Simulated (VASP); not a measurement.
Wanted: the native input for a VASP 6.6.1 run.

```
Task                               : single point
Functional                         : PBE-based screened hybrid with 25 % exact exchange
Potentials or basis                : VASP PAW PBE potentials, release 64 (Al)
Cutoff                             : 520 eV
k mesh                             : 4 × 4 × 5
Occupations                        : fermi-dirac, width 0.05 eV
Spin                               : no spin polarisation
Dipole correction                  : no
Grid for exact exchange (PRECFOCK) : Normal
Share of exact exchange            : 0.25
Further INCAR settings             : ALGO = Normal; EDIFF = 1e-06; NBANDS = 10
Screening parameter                : 0.3 1/Å
```

The system is Al.

```
CELL_PARAMETERS angstrom
4.48787 0.00000 0.00000
-2.24394 3.88660 0.00000
0.00000 0.00000 2.84138
ATOMIC_POSITIONS crystal
Al 0.33333 0.66667 0.50000
Al 0.66667 0.33333 0.50000
```

This isn't the form of Al at room conditions, which is fcc.

The input as run:

POSCAR

```
Al
1.0
    4.4878655028      0.0000028494      0.0000000000
   -2.2439352190      3.8866041095      0.0000000000
    0.0000000000      0.0000000000      2.8413842265
Al
2
Direct
    0.3333333333      0.6666666667      0.5000000000
    0.6666666667      0.3333333333      0.5000000000
```

INCAR.step1

```
PREC     = Accurate       # precision mode
ENCUT    = 520            # plane-wave cutoff, eV
EDIFF    = 1E-5           # SCF threshold, eV
ISMEAR   = -1             # smearing method
SIGMA    = 0.05           # smearing width, eV
LREAL    = F              # projectors in reciprocal space
LASPH    = T              # aspherical terms in the spheres
NELM     = 80             # most SCF steps
ALGO     = Normal         # electronic algorithm
ISIF     = 2              # what is computed and relaxed
LWAVE    = T              # write WAVECAR
NBANDS   = 10             # bands
GGA      = PE             # functional
```

INCAR.step2

```
PREC     = Accurate       # precision mode
ENCUT    = 520            # plane-wave cutoff, eV
EDIFF    = 1E-6           # SCF threshold, eV
ISMEAR   = -1             # smearing method
SIGMA    = 0.05           # smearing width, eV
LREAL    = F              # projectors in reciprocal space
LASPH    = T              # aspherical terms in the spheres
NELM     = 80             # most SCF steps
ALGO     = Normal         # electronic algorithm
ISIF     = 2              # what is computed and relaxed
LWAVE    = F              # write WAVECAR
LCHARG   = T              # write CHGCAR
GGA      = PE             # functional
LHFCALC  = T              # exact exchange
AEXX     = 0.25           # exact-exchange fraction
HFSCREEN = 0.3            # screening, 1/A
PRECFOCK = Normal       
LELF     = T              # ELF
LVHAR    = T            
NBANDS   = 10             # bands
ISTART   = 1
```

KPOINTS

```
regular mesh
0
Gamma
  4 4 5
```

Potentials or basis: VASP PAW PBE potentials, release 64 (Al).

The run is started by

```sh
$ cat potpaw_PBE.64/Al/POTCAR > POTCAR
$ cp INCAR.step1 INCAR
$ mpirun -np 1 vasp_std > vasp.out
$ cp INCAR.step2 INCAR
$ mpirun -np 1 vasp_std > vasp.out
```

Results of the run:

| Item | Value |
| --- | --- |
| Pressure | -0.1 GPa |
| Band gap on the k mesh | zero (bands 3 and 4 overlap by 2.14 eV) |

Caveat: the k points lie up to 0.44 Å⁻¹ apart, too coarse for converged energies and pressures of a metal; the PAW data sets were made with another functional, which shifts forces and pressure a little.

It took 7.4 min on 1 thread of Intel Xeon 8259CL, on a shared host, peak memory 0.26 GiB.
